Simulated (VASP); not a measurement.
Input of a VASP 6.6.1 run:

The input INCAR:

```
ALGO = Fast
EDIFF = 1E-6
ENCUT = 520
GGA = PE
ISIF = 2
ISMEAR = 0
LASPH = T
LCHARG = F
LREAL = F
LWAVE = F
NBANDS = 16
NELM = 100
PREC = Accurate
SIGMA = 0.1
```

The input KPOINTS:

```
k-points
0
Gamma
  14 14 14
```

File POSCAR:

```
AlRu
1.0
    2.8388124562      0.0000000000      0.0000000000
    0.0000000000      2.8388124562      0.0000000000
    0.0000000000      0.0000000000      2.8388124562
Al Ru
1 1
Direct
    0.0000000000      0.0000000000      0.0000000000
    0.5000000000      0.5000000000      0.5000000000
```

Potentials or basis: VASP PAW PBE potentials, release 64 (Al, Ru_pv).

The run is started by

```console
$ cat potpaw_PBE.64/Al/POTCAR potpaw_PBE.64/Ru_pv/POTCAR > POTCAR
$ mpirun -np 1 vasp_std > vasp.out
```

(1) Estimate the pressure.

(2) What does it give for the band gap on the k mesh?

Results:

(1) 50.1 GPa.

(2) zero (an odd number of electrons rules out a gap without spin polarisation).

Caveat: the cell stands under pressure.
